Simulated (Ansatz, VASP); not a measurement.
**Two plane-wave programs on Ni**

```
CELL_PARAMETERS angstrom
0.00000 1.71246 1.71246
1.71246 0.00000 1.71246
1.71246 1.71246 0.00000
ATOMIC_POSITIONS crystal
Ni 0.00000 0.00000 0.00000
```

Alike in both runs: task single point; functional LDA; k mesh 16 × 16 × 16; occupations methfessel-paxton of order 1, width 1 eV; collinear spin.

```csv
,VASP,Ansatz
version,VASP 6.6.1,Ansatz 0.2.0
potentials or method,"VASP PAW LDA potentials, release 64 (Ni), cutoff 520 eV","plane waves (420 eV) with PAW, scalar-relativistic"
valence electrons in the cell,10,18
```

|  | VASP | Ansatz | Ansatz less VASP |
| --- | --- | --- | --- |
| pressure (GPa) | -1.5 | -1.5 | +0.09 |
| net moment per atom (μB) | 0.00 | 0.00 | -0.002 |

Ansatz warns that its potentials were made for another functional, while VASP's fit it. LDA's correlation is that of Perdew and Zunger in VASP and of Perdew and Wang (1992) in Ansatz. VASP's potentials hold 10 valence electrons a cell and Ansatz's 18, so a difference there can come from the potentials and not from the codes. Ansatz's warnings: seeded moment not kept, stability check not made.
